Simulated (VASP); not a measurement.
FeO2:

```
CELL_PARAMETERS angstrom
3.50046 0.00000 0.00000
-1.75023 3.03149 0.00000
0.00000 0.00000 2.60861
ATOMIC_POSITIONS crystal
Fe 0.00000 0.00000 0.00000
O 0.33333 0.66667 0.50000
O 0.66667 0.33333 0.50000
```

Base run:

```yaml
Program: VASP 6.6.1
Functional: PBE
Potentials_or_basis: VASP PAW PBE potentials, release 64 (Fe_sv, O)
Cutoff: 600 eV
k_mesh: 6 × 6 × 8
Occupations: gaussian, width 0.1 eV
Spin: collinear spin, ferromagnetic start
Starting_moments: "[3.89, 0.0, 0.0] μB"
```

Its results: pressure -1.4 GPa; net moment 4.09 μB per cell; site moments Fe +3.49; O +0.18 μB.

Task: The run is repeated on the same cell with these changes: potentials or basis from VASP PAW PBE potentials, release 64 (Fe_sv, O) to VASP PAW PBE potentials, release 64 (Fe, O); cutoff from 600 eV to 520 eV; further incar settings from ALGO = Normal; EDIFF = 1e-06; NBANDS = 25 to ALGO = Normal; EDIFF = 1e-07; NBANDS = 21; valence electrons from 28 to 20. What comes out?

Result: Pressure -0.2 GPa; net moment 4.10 μB per cell; site moments Fe +3.60; O +0.20 μB.

Caveats: a cell with one magnetic atom can't hold antiferromagnetic order, which such compounds often take.
